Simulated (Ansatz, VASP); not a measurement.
# Cl: VASP beside Ansatz

```
Cl
1.0
     3.97258    0.00000    0.00000
     0.00000    3.00269    0.00000
     0.00000    0.00000    9.01517
Cl
4
Direct
  0.05836 0.25000 0.88908
  0.44164 0.75000 0.38908
  0.55836 0.25000 0.61092
  0.94164 0.75000 0.11092
```

Alike in both runs: functional PBE; k mesh 4 × 6 × 2; occupations gaussian, width 0.1 eV; no spin polarisation.

Ansatz relaxed the structure, and its values are those at the end. VASP's run is a single point on that final structure, the one shown.

```csv
,VASP,Ansatz
version,VASP 6.6.1,Ansatz 0.2.0
potentials or method,"VASP PAW PBE potentials, release 64 (Cl), cutoff 520 eV","scalar-relativistic, plane waves, PAW"
valence electrons in the cell,28,28
```

VASP gave:

| Item | Value |
| --- | --- |
| gap on the k mesh at the Fermi level (eV) | none |
| pressure (GPa) | -0.2 |
| rms of the force components (eV/Å) | 0.031 |

Which values does Ansatz return?

gap on the k mesh at the Fermi level (eV): none; pressure (GPa): -0.1; rms of the force components (eV/Å): 0.020.

A gap of «none» marks a metal or a gap that the smearing closes.

The k mesh is coarse, so the values compare programs but aren't converged.
